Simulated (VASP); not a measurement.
# AlN (Pm-3m) in VASP: single point with LDA

Aim: the single point of AlN with LDA.

Everything below comes from runs of VASP 6.6.1. Logs are shortened: lines on timing, memory, paths and dates and some standing lists are left out, and cuts for length are marked.

### Step 1. The cell of the first run

Symmetry: Pm-3m, No. 221, cubic system. The conventional cell has a = 2.563 Å, b = 2.563 Å, c = 2.563 Å, α = 90.00°, β = 90.00°, γ = 90.00°. Al (site symmetry m-3m) has 8 N at 2.22 Å and 6 Al at 2.56 Å within 2.9 Å. Within 2.9 Å of N (site symmetry m-3m) lie 8 Al at 2.22 Å and 6 N at 2.56 Å.

### Step 2. Single point, LDA

INCAR reads:

```
SYSTEM = AlN
  PREC = Accurate
  ENCUT = 520
  EDIFF = 1E-6
  ISMEAR = 0
  SIGMA = 0.05
  LREAL = .False.
  LASPH = .True.
  NELM = 100
  ALGO = Normal
  ISIF = 2
  LWAVE = .False.
  LCHARG = .True.
  LELF = .True.
  LVHAR = .True.
  NBANDS = 11
```

KPOINTS reads:

```
regular mesh
0
Gamma
  10 10 10
  0 0 0
```

POSCAR reads:

```
AlN
1.0
   -0.8544440182      1.7088880364      1.7088880364
    1.7088880364     -0.8544440182      1.7088880364
    1.7088880364      1.7088880364     -0.8544440182
Al N
1 1
Direct
    0.5000000000      0.5000000000      0.5000000000
    0.0000000000      0.0000000000      0.0000000000
```

Potentials or basis: VASP PAW LDA potentials, release 64 (Al, N).

Launch:

```bash
cat potpaw_LDA.64/Al/POTCAR potpaw_LDA.64/N/POTCAR > POTCAR
mpirun -np 1 vasp_std > vasp.out
```

OUTCAR:

```text
SYSTEM = AlN
   PREC = Accurate
   ENCUT = 520
   EDIFF = 1E-6
   ISMEAR = 0
   LREAL = .False.
   LASPH = .True.
   NELM = 100
   ISIF = 2

 ion  position               nearest neighbor table
   1  0.500  0.500  0.500-   2 2.22   2 2.22   2 2.22   2 2.22   2 2.22   2 2.22   2 2.22   2 2.22

   2  0.000  0.000  0.000-   1 2.22   1 2.22   1 2.22   1 2.22   1 2.22   1 2.22   1 2.22   1 2.22

  LATTYP: Found a simple cubic cell.
 ALAT       =     2.5633320546

  Lattice vectors:

 A1 = (  -0.8544440182,   1.7088880364,   1.7088880364)
 A2 = (   1.7088880364,  -0.8544440182,   1.7088880364)
 A3 = (   1.7088880364,   1.7088880364,  -0.8544440182)

Analysis of symmetry for initial positions (statically):
=====================================================================
 Subroutine PRICEL returns:
 Original cell was already a primitive cell.

 Routine SETGRP: Setting up the symmetry group for a
 simple cubic supercell.

 Subroutine GETGRP returns: Found 48 space group operations
[... 9 lines left out ...]

 Routine SETGRP: Setting up the symmetry group for a
 simple cubic supercell.

 Subroutine GETGRP returns: Found 48 space group operations
[... 11 lines left out ...]
                                     Primitive cell

  volume of cell :      16.8428

  direct lattice vectors                    reciprocal lattice vectors
    -0.854444018  1.708888036  1.708888036    -0.130039077  0.260078153  0.260078153
     1.708888036 -0.854444018  1.708888036     0.260078153 -0.130039077  0.260078153
     1.708888036  1.708888036 -0.854444018     0.260078153  0.260078153 -0.130039077

  length of vectors
     2.563332055  2.563332055  2.563332055     0.390117230  0.390117230  0.390117230

  position of ions in fractional coordinates (direct lattice)
     0.500000000  0.500000000  0.500000000
     0.000000000  0.000000000  0.000000000

  ion indices of the primitive-cell ions
   primitive index   ion index
                 1           1
                 2           2

----------------------------------------------------------------------------------------

 KPOINTS: regular mesh

Automatic generation of k-mesh.
 Grid dimensions read from file:
 generate k-points for:   10   10   10

 Generating k-lattice:

  Cartesian coordinates                     Fractional coordinates (reciprocal lattice)
    -0.013003908  0.026007815  0.026007815     0.100000000  0.000000000  0.000000000
     0.026007815 -0.013003908  0.026007815     0.000000000  0.100000000  0.000000000
     0.026007815  0.026007815 -0.013003908     0.000000000  0.000000000  0.100000000

  Length of vectors
     0.039011723  0.039011723  0.039011723

  Shift w.r.t. Gamma in fractional coordinates (k-lattice)
     0.000000000  0.000000000  0.000000000

 Subroutine IBZKPT returns following result:
 ===========================================

 Found     56 irreducible k-points:

 Following reciprocal coordinates:
            Coordinates               Weight
  0.000000  0.000000  0.000000      1.000000
  0.100000  0.000000  0.000000      6.000000
  0.200000  0.000000  0.000000      6.000000
  0.300000  0.000000  0.000000      6.000000
  0.400000  0.000000  0.000000      6.000000
  0.500000  0.000000  0.000000      3.000000
[... 16 lines left out ...]
  0.200000  0.100000  0.100000     24.000000
  0.300000  0.100000  0.100000     24.000000
 [... further k-points ...]
   k-points           NKPTS =     56   k-points in BZ     NKDIM =     56   number of bands    NBANDS=     11
   number of dos      NEDOS =    301   number of ions     NIONS =      2
   total plane-waves  NPLWV =   8000
   dimension x,y,z NGX =    20 NGY =   20 NGZ =   20
   dimension x,y,z NGXF=    40 NGYF=   40 NGZF=   40
   ions per type =               1   1
   NGX,Y,Z   is equivalent  to a cutoff of  12.97, 12.97, 12.97 a.u.
   NGXF,Y,Z  is equivalent  to a cutoff of  25.94, 25.94, 25.94 a.u.
 SYSTEM =  AlN
   PREC   = accura    normal or accurate (medium, high low for compatibility)
   ISTART =      0    job   : 0-new  1-cont  2-samecut
   ICHARG =      2    charge: 1-file 2-atom 10-const
   ISPIN  =      1    spin polarized calculation?
   LNONCOLLINEAR =      F non collinear calculations
   LSORBIT =      F    spin-orbit coupling
   LASPH  =      T    aspherical Exc in radial PAW
   ENCUT  =  520.0 eV  38.22 Ry    6.18 a.u.   4.77  4.77  4.77*2*pi/ulx,y,z
   NELM   =    100;   NELMIN=  2; NELMDL= -5     # of ELM steps
   EDIFF  = 0.1E-05   stopping-criterion for ELM
   LREAL  =      F    real-space projection
   EDIFFG = 0.1E-04   stopping-criterion for IOM
   NSW    =      0    number of steps for IOM
   IBRION =     -1    ionic relax: 0-MD 1-quasi-New 2-CG
   NFREE  =      0    steps in history (QN), initial steepest desc. (CG)
   ISIF   =      2    stress and relaxation
   ISYM   =      2    0-nonsym 1-usesym 2-fastsym
   POTIM  = 0.5000    time-step for ionic-motion
   TEBEG  =    0.0;   TEEND  =   0.0 temperature during run
   PSTRESS=    0.0 pullay stress
   NELECT =       8.0000    total number of electrons
   NUPDOWN=      -1.0000    fix difference up-down
   EMIN   =  10.00;   EMAX   =-10.00  energy-range for DOS
   EFERMI =   0.00;   METHOD = LEGACY
   ISMEAR =     0;   SIGMA  =   0.05  broadening in eV -4-tet -1-fermi 0-gaus
   EFERMI_NEDOS =   21; number of points for ismear=-14 and -15
   IALGO  =     38    algorithm
   IMIX   =      4    mixing-type and parameters
     AMIX     =   0.40;   BMIX     =  1.00
     AMIX_MAG =   1.60;   BMIX_MAG =  1.00
  volume/ion in A,a.u.               =       8.42        56.83
  Fermi-wavevector in a.u.,A,eV,Ry     =   1.277321  2.413786 22.198561  1.631548
  Thomas-Fermi vector in A             =   2.409927
   LORBIT       =      0    0 simple, 1 ext, 2 COOP (PROOUT), +10 PAW based schemes
   GGA     = CA    functional components
   LHFCALC =     F    Hartree Fock is set to
   AEXX    =    0.0000 exact exchange contribution
   IVDW    =     0    specifies the selected vdW correction
   LEPSILON=     F    determine dielectric tensor
   LRPA    =     F    only Hartree local field effects (RPA)
 non-spin polarized calculation
 Gauss-broadening in eV      SIGMA  =   0.05
  energy-cutoff  :      520.00
  volume of cell :       16.84
 maximum number of plane-waves:       468
 NGX is ok and might be reduce to    20
   NGX =  9   NGY =  9   NGZ =  9

 number of electron       7.9999997 magnetization

 Free energy of the ion-electron system (eV)
  ---------------------------------------------------
  ext. energy  EPLUGINS =         0.00000000
  ---------------------------------------------------
  free energy    TOTEN  =       -13.01839104 eV

  energy without entropy =      -13.01726172  energy(sigma->0) =      -13.01782638

 E-fermi :  11.2672     XC(G=0): -12.6030

 val. band max:       11.1710366668   @ k =   0.5000   0.5000   0.1000
 cond. band min:      11.2916459968   @ k =   0.4000   0.3000  -0.0000
 fundamental gap:      0.1206093301
 Fermi energy:        11.2671583712

 k-point     1 :       0.0000    0.0000    0.0000
  band No.  band energies     occupation
      1      -7.4021      2.00000
      2       9.6439      2.00000
      3       9.6439      2.00000
      4       9.6439      2.00000
      5      12.7651      0.00000
      6      17.4539      0.00000
      7      17.4539      0.00000
      8      27.4459      0.00000
      9      27.4459      0.00000
     10      27.4459      0.00000
     11      34.5524      0.00000

 k-point     2 :       0.1000    0.0000    0.0000
  band No.  band energies     occupation
      1      -7.2255      2.00000
      2       8.2173      2.00000
      3       9.7335      2.00000
      4       9.7335      2.00000
      5      13.4346      0.00000
      6      17.6648      0.00000
      7      18.2547      0.00000
      8      27.0789      0.00000
      9      27.0789      0.00000
     10      27.4903      0.00000
     11      33.9150      0.00000

 k-point     3 :       0.2000    0.0000    0.0000
  band No.  band energies     occupation
      1      -6.7101      2.00000
      2       5.7652      2.00000
      3       9.9801      2.00000
      4       9.9801      2.00000
      5      14.2768      0.00000
      6      18.2889      0.00000
      7      19.5981      0.00000
      8      26.0680      0.00000
      9      26.0680      0.00000
     10      28.1402      0.00000
     11      32.6086      0.00000

 k-point     4 :       0.3000    0.0000    0.0000
  band No.  band energies     occupation
      1      -5.9142      2.00000
      2       3.3842      2.00000
      3      10.3123      2.00000
      4      10.3123      2.00000
      5      15.1061      0.00000
      6      19.2880      0.00000
      7      19.9598      0.00000
      8      24.8005      0.00000
      9      24.8005      0.00000
     10      29.3773      0.00000
     11      30.1965      0.00000

 k-point     5 :       0.4000    0.0000    0.0000
  band No.  band energies     occupation
      1      -5.0182      2.00000
      2       1.4892      2.00000
      3      10.6088      2.00000
      4      10.6088      2.00000
      5      15.9299      0.00000
      6      19.4610      0.00000
      7      20.5126      0.00000
      8      23.7935      0.00000
      9      23.7935      0.00000
     10      26.8083      0.00000
     11      32.4118      0.00000
[... 211 lines left out ...]
 k-point    21 :       0.5000    0.5000    0.0000
  band No.  band energies     occupation
      1      -2.2908      2.00000
      2       3.6474      2.00000
      3       3.6474      2.00000
      4       9.7249      2.00000
      5      11.8339      0.00000
      6      21.1492      0.00000
      7      21.1492      0.00000
      8      23.7474      0.00000
      9      26.4800      0.00000
     10      26.4800      0.00000
     11      28.7895      0.00000

 k-point    22 :       0.1000    0.1000    0.1000
  band No.  band energies     occupation
      1      -6.8756      2.00000
      2       8.0618      2.00000
      3       8.6933      2.00000
      4       8.6933      2.00000
      5      14.7667      0.00000
      6      18.7304      0.00000
      7      18.7304      0.00000
      8      25.5594      0.00000
      9      27.5142      0.00000
     10      27.5142      0.00000
     11      32.1045      0.00000

 k-point    23 :       0.2000    0.1000    0.1000
  band No.  band energies     occupation
      1      -6.3672      2.00000
      2       6.0307      2.00000
      3       8.6718      2.00000
      4       9.0193      2.00000
      5      15.5957      0.00000
      6      18.9312      0.00000
      7      19.6675      0.00000
      8      24.7868      0.00000
      9      26.3328      0.00000
     10      28.7523      0.00000
     11      31.0714      0.00000

 k-point    24 :       0.3000    0.1000    0.1000
  band No.  band energies     occupation
      1      -5.5839      2.00000
      2       3.7056      2.00000
      3       9.1126      2.00000
      4       9.4749      2.00000
      5      16.2824      0.00000
      6      19.0191      0.00000
      7      19.4694      0.00000
      8      24.6401      0.00000
      9      25.4039      0.00000
     10      29.8672      0.00000
     11      30.0712      0.00000

 [... further k-points ...]

------------------------ aborting loop because EDIFF is reached ----------------------------------------

  FORCE on cell =-STRESS in cart. coord.  units (eV):
  Direction    XX          YY          ZZ          XY          YZ          ZX
  --------------------------------------------------------------------------------------
  -------------------------------------------------------------------------------------
  Total        0.2033427      0.2033427      0.2033427      0.0000000      0.0000000      0.0000000
  in kB       19.3430300     19.3430300     19.3430300      0.0000000      0.0000000      0.0000000
  external PRESSURE =      19.3430300 kB  Pullay stress =       0.0000000 kB

 VOLUME and BASIS-vectors are now :
 -----------------------------------------------------------------------------
  energy-cutoff  :      520.00
  volume of cell :       16.84
      direct lattice vectors                 reciprocal lattice vectors
    -0.854444018  1.708888036  1.708888036    -0.130039077  0.260078153  0.260078153
     1.708888036 -0.854444018  1.708888036     0.260078153 -0.130039077  0.260078153
     1.708888036  1.708888036 -0.854444018     0.260078153  0.260078153 -0.130039077

 POSITION                                       TOTAL-FORCE (eV/Angst)
 -----------------------------------------------------------------------------------
      1.28167      1.28167      1.28167        -0.000000      0.000000      0.000000
      0.00000      0.00000      0.00000         0.000000     -0.000000     -0.000000
 -----------------------------------------------------------------------------------
    total drift:                                0.000000     -0.000000      0.000000

  FREE ENERGIE OF THE ION-ELECTRON SYSTEM (eV)
  ---------------------------------------------------
  free  energy   TOTEN  =       -13.0183910367 eV

  energy  without entropy=      -13.0172617225  energy(sigma->0) =      -13.01782638
```

Wall time 12 s (1 thread of Intel Xeon 8259CL, shared host); peak memory 0.12 GiB.

Results:

```
Free energy            : -13.0184 eV
Pressure               : 1.9 GPa
Band gap on the k mesh : zero (band 4 reaches 11.41 eV, above the bottom of band 5 at 10.48 eV)
```

Levels at points of the mesh, in eV from the Fermi level:
```csv
k point,band 1,band 2,band 3,band 4,band 5,band 6,band 7,band 8,band 9
"(0.00, 0.00, 0.00)",-18.67,-1.62,-1.62,-1.62,1.50,6.19,6.19,16.18,16.18
"(0.50, 0.00, 0.00)",-15.81,-10.59,-0.54,-0.54,5.10,7.80,10.00,12.15,12.15
"(0.50, 0.50, 0.00)",-13.56,-7.62,-7.62,-1.54,0.57,9.88,9.88,12.48,15.21
"(0.50, 0.50, 0.50)",-11.55,-5.23,-5.23,-5.23,1.40,1.40,1.40,7.99,18.99
```
